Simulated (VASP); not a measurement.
# FeSb (P6_3/mmc) in VASP: further runs

Runs on FeSb. Level: LDA. Tasks: single point.

Program: VASP 6.6.1. These are calculated values, not measurements. Logs are shortened: lines on timing, memory, paths and dates and some standing lists are left out, and cuts for length are marked.

### 1 The cell of the first run

Symmetry: P6_3/mmc, No. 194, hexagonal system. Conventional cell: a = 4.060 Å, b = 4.060 Å, c = 5.130 Å, α = 90.00°, β = 90.00°, γ = 120.00°. Fe (site symmetry -3m) has 2 Fe at 2.56 Å and 6 Sb at 2.67 Å within 3.4 Å. Sb (site symmetry -6m2) has 6 Fe at 2.67 Å and 6 Sb at 3.47 Å within 3.5 Å.

### 2 Single point, LDA, collinear spin, ferromagnetic start

Input file INCAR:

```
PREC = Accurate ; ENCUT = 520
EDIFF = 1E-6 ; ISMEAR = -1
SIGMA = 0.1 ; LREAL = F
LASPH = T ; NELM = 150
ALGO = Normal ; ISIF = 2
LWAVE = F ; LCHARG = F
ISPIN = 2 ; MAGMOM = 1.915 1.915 0 0
LORBIT = 11 ; NUPDOWN = 3.83
LMAXMIX = 4 ; NBANDS = 25
```

Input file KPOINTS:

```
Automatic mesh
0
Gamma
  8 8 6
```

Input file POSCAR:

```
FeSb
1.0
    4.0600000000      0.0000000000      0.0000000000
   -2.0300000000      3.5160631394      0.0000000000
    0.0000000000      0.0000000000      5.1300000000
Fe Sb
2 2
Direct
    0.0000000000      0.0000000000      0.0000000000
    0.0000000000      0.0000000000      0.5000000000
    0.3333333333      0.6666666667      0.2500000000
    0.6666666667      0.3333333333      0.7500000000
```

Potentials or basis: VASP PAW LDA potentials, release 64 (Fe, Sb).

On the command line:

```
> cat potpaw_LDA.64/Fe/POTCAR potpaw_LDA.64/Sb/POTCAR > POTCAR
> mpirun -np 1 vasp_std > vasp.out
```

OUTCAR:

```text
PREC = Accurate
   ENCUT = 520
   EDIFF = 1E-6
   ISMEAR = -1
   LREAL = F
   LASPH = T
   NELM = 150
   ISIF = 2
   ISPIN = 2
   LORBIT = 11
   NUPDOWN = 3.83

 ion  position               nearest neighbor table
   1  0.000  0.000  0.000-   2 2.56   2 2.56   4 2.67   3 2.67   4 2.67   3 2.67   4 2.67   3 2.67

   2  0.000  0.000  0.500-   1 2.56   1 2.56   4 2.67   3 2.67   4 2.67   3 2.67   4 2.67   3 2.67

   3  0.333  0.667  0.250-   1 2.67   2 2.67   1 2.67   2 2.67   1 2.67   2 2.67   4 3.47   4 3.47
                             4 3.47   4 3.47   4 3.47   4 3.47
   4  0.667  0.333  0.750-   1 2.67   2 2.67   1 2.67   2 2.67   1 2.67   2 2.67   3 3.47   3 3.47
                             3 3.47   3 3.47   3 3.47   3 3.47

  LATTYP: Found a hexagonal cell.
 ALAT       =     4.0600000000
 C/A-ratio  =     1.2635467980

  Lattice vectors:

 A1 = (   4.0600000000,   0.0000000000,   0.0000000000)
 A2 = (  -2.0300000000,   3.5160631394,   0.0000000000)
 A3 = (   0.0000000000,   0.0000000000,   5.1300000000)

Analysis of symmetry for initial positions (statically):
=====================================================================
 Subroutine PRICEL returns:
 Original cell was already a primitive cell.

 Routine SETGRP: Setting up the symmetry group for a
 hexagonal supercell.

 Subroutine GETGRP returns: Found 24 space group operations
 (whereof 12 operations were pure point group operations)
 out of a pool of 24 trial point group operations.

The static configuration has the point symmetry D_3d.
 The point group associated with its full space group is D_6h.

Analysis of symmetry for dynamics (positions and initial velocities):
=====================================================================
 Subroutine PRICEL returns:
 Original cell was already a primitive cell.

 Routine SETGRP: Setting up the symmetry group for a
 hexagonal supercell.

 Subroutine GETGRP returns: Found 24 space group operations
 (whereof 12 operations were pure point group operations)
 out of a pool of 24 trial point group operations.

The dynamic configuration has the point symmetry D_3d.
 The point group associated with its full space group is D_6h.

Analysis of structural, dynamic, and magnetic symmetry:
=====================================================================
 Subroutine PRICEL returns:
 Original cell was already a primitive cell.

 Routine SETGRP: Setting up the symmetry group for a
 hexagonal supercell.

 Subroutine GETGRP returns: Found 24 space group operations
 (whereof 12 operations were pure point group operations)
 out of a pool of 24 trial point group operations.

The overall configuration has the point symmetry D_3d.
 The point group associated with its full space group is D_6h.

 Subroutine INISYM returns: Found 24 space group operations
 (whereof 12 operations are pure point group operations),
 and found     1 'primitive' translations

----------------------------------------------------------------------------------------

                                     Primitive cell

  volume of cell :      73.2319

  direct lattice vectors                    reciprocal lattice vectors
     4.060000000  0.000000000  0.000000000     0.246305419  0.142204500  0.000000000
    -2.030000000  3.516063139  0.000000000     0.000000000  0.284409000  0.000000000
     0.000000000  0.000000000  5.130000000     0.000000000  0.000000000  0.194931774

  length of vectors
     4.060000000  4.060000000  5.130000000     0.284409000  0.284409000  0.194931774

  position of ions in fractional coordinates (direct lattice)
     0.000000000  0.000000000  0.000000000
     0.000000000  0.000000000  0.500000000
     0.333333333  0.666666667  0.250000000
     0.666666667  0.333333333  0.750000000

  ion indices of the primitive-cell ions
   primitive index   ion index
                 1           1
                 2           2
                 3           3
                 4           4

----------------------------------------------------------------------------------------

 KPOINTS: Automatic mesh

Automatic generation of k-mesh.
 Grid dimensions read from file:
 generate k-points for:    8    8    6

 Generating k-lattice:

  Cartesian coordinates                     Fractional coordinates (reciprocal lattice)
     0.030788177  0.017775562  0.000000000     0.125000000  0.000000000  0.000000000
     0.000000000  0.035551125  0.000000000     0.000000000  0.125000000  0.000000000
     0.000000000  0.000000000  0.032488629     0.000000000  0.000000000  0.166666667

  Length of vectors
     0.035551125  0.035551125  0.032488629

  Shift w.r.t. Gamma in fractional coordinates (k-lattice)
     0.000000000  0.000000000  0.000000000

 Subroutine IBZKPT returns following result:
 ===========================================

 Found     40 irreducible k-points:

 Following reciprocal coordinates:
            Coordinates               Weight
  0.000000  0.000000  0.000000      1.000000
  0.125000  0.000000  0.000000      6.000000
  0.250000  0.000000  0.000000      6.000000
  0.375000  0.000000  0.000000      6.000000
  0.500000  0.000000  0.000000      3.000000
  0.125000  0.125000  0.000000      6.000000
[... 16 lines left out ...]
  0.250000  0.000000  0.333333     12.000000
  0.375000  0.000000  0.333333     12.000000
 [... further k-points ...]
   k-points           NKPTS =     40   k-points in BZ     NKDIM =     40   number of bands    NBANDS=     25
   number of dos      NEDOS =    301   number of ions     NIONS =      4
   total plane-waves  NPLWV =  36000
   dimension x,y,z NGX =    30 NGY =   30 NGZ =   40
   dimension x,y,z NGXF=    60 NGYF=   60 NGZF=   80
   ions per type =               2   2
   NGX,Y,Z   is equivalent  to a cutoff of  12.28, 12.28, 12.96 a.u.
   NGXF,Y,Z  is equivalent  to a cutoff of  24.57, 24.57, 25.93 a.u.
 SYSTEM =  unknown system
   PREC   = accura    normal or accurate (medium, high low for compatibility)
   ISTART =      0    job   : 0-new  1-cont  2-samecut
   ICHARG =      2    charge: 1-file 2-atom 10-const
   ISPIN  =      2    spin polarized calculation?
   LNONCOLLINEAR =      F non collinear calculations
   LSORBIT =      F    spin-orbit coupling
   LASPH  =      T    aspherical Exc in radial PAW
   ENCUT  =  520.0 eV  38.22 Ry    6.18 a.u.   7.55  7.55  9.54*2*pi/ulx,y,z
   NELM   =    150;   NELMIN=  2; NELMDL= -5     # of ELM steps
   EDIFF  = 0.1E-05   stopping-criterion for ELM
   LREAL  =      F    real-space projection
   EDIFFG = 0.1E-04   stopping-criterion for IOM
   NSW    =      0    number of steps for IOM
   IBRION =     -1    ionic relax: 0-MD 1-quasi-New 2-CG
   NFREE  =      0    steps in history (QN), initial steepest desc. (CG)
   ISIF   =      2    stress and relaxation
   ISYM   =      2    0-nonsym 1-usesym 2-fastsym
   POTIM  = 0.5000    time-step for ionic-motion
   TEBEG  =    0.0;   TEEND  =   0.0 temperature during run
   PSTRESS=    0.0 pullay stress
   NELECT =      26.0000    total number of electrons
   NUPDOWN=       3.8300    fix difference up-down
   EMIN   =  10.00;   EMAX   =-10.00  energy-range for DOS
   EFERMI =   0.00;   METHOD = LEGACY
   ISMEAR =    -1;   SIGMA  =   0.10  broadening in eV -4-tet -1-fermi 0-gaus
   EFERMI_NEDOS =   21; number of points for ismear=-14 and -15
   IALGO  =     38    algorithm
   IMIX   =      4    mixing-type and parameters
     AMIX     =   0.40;   BMIX     =  1.00
     AMIX_MAG =   1.60;   BMIX_MAG =  1.00
  volume/ion in A,a.u.               =      18.31       123.55
  Fermi-wavevector in a.u.,A,eV,Ry     =   1.159220  2.190608 18.283392  1.343791
  Thomas-Fermi vector in A             =   2.295815
   LORBIT       =     11    0 simple, 1 ext, 2 COOP (PROOUT), +10 PAW based schemes
   GGA     = CA    functional components
   LHFCALC =     F    Hartree Fock is set to
   AEXX    =    0.0000 exact exchange contribution
   IVDW    =     0    specifies the selected vdW correction
   LEPSILON=     F    determine dielectric tensor
   LRPA    =     F    only Hartree local field effects (RPA)
 spin polarized calculation
  energy-cutoff  :      520.00
  volume of cell :       73.23
 maximum number of plane-waves:      1995
   NGX = 15   NGY = 15   NGZ = 19

 number of electron      26.0000009 magnetization       3.8300003

 Free energy of the ion-electron system (eV)
  ---------------------------------------------------
  ext. energy  EPLUGINS =         0.00000000
  ---------------------------------------------------
  free energy    TOTEN  =       -28.08231369 eV

  energy without entropy =      -27.91932358  energy(sigma->0) =      -28.00081863

 E-fermi :   7.7912     XC(G=0): -11.4454

 val. band max:        8.1489557369   @ k =   0.3750   0.1250   0.0000
 cond. band min:       7.8113286406   @ k =   0.5000   0.0000   0.5000
 fundamental gap:     -0.3376270963
 Fermi energy:         8.1543764805

 spin component 1

 k-point     1 :       0.0000    0.0000    0.0000
  band No.  band energies     occupation
      1      -4.4155      1.00000
      2      -0.1196      1.00000
      3       2.2852      1.00000
      4       3.9898      1.00000
      5       3.9898      1.00000
      6       4.7379      1.00000
[... 661 lines left out ...]
     24      17.9319      0.00000
     25      18.4266      0.00000

 [... further k-points ...]

 spin component 2

 k-point     1 :       0.0000    0.0000    0.0000
  band No.  band energies     occupation
      1      -4.3521      1.00000
      2      -0.1061      1.00000
      3       2.5260      1.00000
      4       4.7824      1.00000
      5       4.7824      1.00000
      6       5.9535      1.00000
[... 661 lines left out ...]
     24      18.1510      0.00000
     25      18.6695      0.00000

 [... further k-points ...]

------------------------ aborting loop because EDIFF is reached ----------------------------------------

  FORCE on cell =-STRESS in cart. coord.  units (eV):
  Direction    XX          YY          ZZ          XY          YZ          ZX
  --------------------------------------------------------------------------------------
  -------------------------------------------------------------------------------------
  Total       -4.0102672     -4.0102672     -4.7458147      0.0000000      0.0000000      0.0000000
  in kB      -87.7372112    -87.7372112   -103.8296279      0.0000000      0.0000000      0.0000000
  external PRESSURE =     -93.1013501 kB  Pullay stress =       0.0000000 kB

 VOLUME and BASIS-vectors are now :
 -----------------------------------------------------------------------------
  energy-cutoff  :      520.00
  volume of cell :       73.23
      direct lattice vectors                 reciprocal lattice vectors
     4.060000000  0.000000000  0.000000000     0.246305419  0.142204500  0.000000000
    -2.030000000  3.516063139  0.000000000     0.000000000  0.284409000  0.000000000
     0.000000000  0.000000000  5.130000000     0.000000000  0.000000000  0.194931774

 POSITION                                       TOTAL-FORCE (eV/Angst)
 -----------------------------------------------------------------------------------
      0.00000      0.00000      0.00000        -0.000000      0.000000      0.000000
      0.00000      0.00000      2.56500        -0.000000      0.000000      0.000000
     -0.00000      2.34404      1.28250         0.000000     -0.000000     -0.000000
      2.03000      1.17202      3.84750        -0.000000      0.000000     -0.000000
 -----------------------------------------------------------------------------------
    total drift:                                0.000000      0.000000     -0.000000

  FREE ENERGIE OF THE ION-ELECTRON SYSTEM (eV)
  ---------------------------------------------------
  free  energy   TOTEN  =       -28.0823136921 eV

  energy  without entropy=      -27.9193235753  energy(sigma->0) =      -28.00081863

 total charge

# of ion       s       p       d       tot
------------------------------------------
    1        0.405   0.435   6.368   7.208
    2        0.405   0.435   6.368   7.208
    3        1.136   1.256   0.073   2.464
    4        1.136   1.256   0.073   2.464
--------------------------------------------------
tot          3.081   3.381  12.882  19.344

 magnetization (x)

# of ion       s       p       d       tot
------------------------------------------
    1        0.016   0.019   1.889   1.924
    2        0.016   0.019   1.889   1.924
    3        0.009  -0.047   0.001  -0.037
    4        0.009  -0.047   0.001  -0.037
--------------------------------------------------
tot          0.049  -0.055   3.779   3.774
```

Wall time 3.1 min (1 thread of Intel Xeon 8259CL, shared host); peak memory 0.24 GiB.

Results:

| Quantity | Value |
| --- | --- |
| Free energy | -28.0823 eV |
| Pressure | -9.3 GPa |
| Net moment | 3.83 μB per cell |
| Site moments | Fe +1.92; Sb -0.04 μB |
| Valence electrons inside the program's atomic spheres | Fe 7.21; Sb 2.46 |

Caveat: the cell stands under tension; spin-orbit coupling is left out, which moves the levels of the heavy elements; the total moment is fixed, so each spin has its own Fermi level and the state may be an excited one; the run started ferromagnetic, and an antiferromagnetic order may lie lower in energy.

### 3 Single point, LDA, collinear spin, ferromagnetic start

Input file INCAR:

```
SYSTEM = FeSb
  PREC = Accurate
  ENCUT = 520
  EDIFF = 1E-6
  ISMEAR = -1
  SIGMA = 0.1
  LREAL = .False.
  LASPH = .True.
  NELM = 150
  ALGO = Normal
  ISIF = 2
  LWAVE = .False.
  LCHARG = .False.
  ISPIN = 2
  MAGMOM = 1.205 1.205 0 0
  LORBIT = 11
  NUPDOWN = 2.41
  LMAXMIX = 4
  NBANDS = 25
```

Input file KPOINTS:

```
Automatic mesh
0
Gamma
  8 8 6
  0 0 0
```

POSCAR is that of step 2.

Potentials or basis: VASP PAW LDA potentials, release 64 (Fe, Sb).

On the command line:

```
> cat potpaw_LDA.64/Fe/POTCAR potpaw_LDA.64/Sb/POTCAR > POTCAR
> mpirun -np 1 vasp_std > vasp.out
```

Wall time 2.5 min (1 thread of Intel Xeon 6975P-C (Granite Rapids), shared host); peak memory 0.24 GiB.

The run converged. Its results:

| Quantity | Value |
| --- | --- |
| Free energy | -28.1833 eV |
| Pressure | -13.5 GPa |
| Net moment | 2.41 μB per cell |
| Site moments | Fe +1.29; Sb -0.06 μB |
| Valence electrons inside the program's atomic spheres | Fe 7.23; Sb 2.44 |

Stress tensor (GPa, compression positive):
```
-13.22   0.00   0.00
  0.00 -13.22   0.00
  0.00   0.00 -14.18
```

Caveat: the cell stands under tension; spin-orbit coupling is left out, which moves the levels of the heavy elements; the total moment is fixed, so each spin has its own Fermi level and the state may be an excited one; the run started ferromagnetic, and an antiferromagnetic order may lie lower in energy.

### 4 Single point, LDA, collinear spin, ferromagnetic start

Edit INCAR of step 3 so:

```diff
@@ -14,6 +14,7 @@
   ISPIN = 2
-  MAGMOM = 1.205 1.205 0 0
+  MAGMOM = 1.56 1.56 0 0
   LORBIT = 11
-  NUPDOWN = 2.41
+  NUPDOWN = 3.12
   LMAXMIX = 4
+  GGA = CA
   NBANDS = 25
```

Input file KPOINTS:

```
regular mesh
0
Gamma
  8 8 6
  0 0 0
```

POSCAR is that of step 3.

On the command line:

```
> cat potpaw_LDA.64/Fe/POTCAR potpaw_LDA.64/Sb/POTCAR > POTCAR
> mpirun -np 1 vasp_std > vasp.out
```

Wall time 2.8 min (1 thread of Intel Xeon 6975P-C (Granite Rapids), shared host); peak memory 0.24 GiB.

The run converged. Its results:

```
Free energy                                           : -28.1690 eV
Pressure                                              : -11.8 GPa
Net moment                                            : 3.12 μB per cell
Site moments                                          : Fe +1.61; Sb -0.05 μB
Valence electrons inside the program's atomic spheres : Fe 7.22; Sb 2.45
```

Stress tensor (GPa, compression positive):
```
-11.27   0.00   0.00
  0.00 -11.27   0.00
  0.00   0.00 -12.82
```

Caveat: the cell stands under tension; spin-orbit coupling is left out, which moves the levels of the heavy elements; the total moment is fixed, so each spin has its own Fermi level and the state may be an excited one; the run started ferromagnetic, and an antiferromagnetic order may lie lower in energy.

### 5 Overview

| fixed moment (μB) | pressure (GPa) | moment (μB) |
| --- | --- | --- |
| 3.83 | -9.3 | 3.83 |
| 2.41 | -13.5 | 2.41 |
| 3.12 | -11.8 | 3.12 |

Alike in all rows: task single point; level LDA; potentials or basis VASP PAW LDA potentials, release 64 (Fe, Sb); spin collinear, ferromagnetic start; cell as given; k mesh 8 × 8 × 6; cutoff (eV) 520; smearing fermi-dirac 0.1 eV.

Caveats: the cell stands under tension; spin-orbit coupling is left out, which moves the levels of the heavy elements; the total moment is fixed, so each spin has its own Fermi level and the state may be an excited one; the run started ferromagnetic, and an antiferromagnetic order may lie lower in energy.

Absolute energies hang on the potentials; compare differences alone.
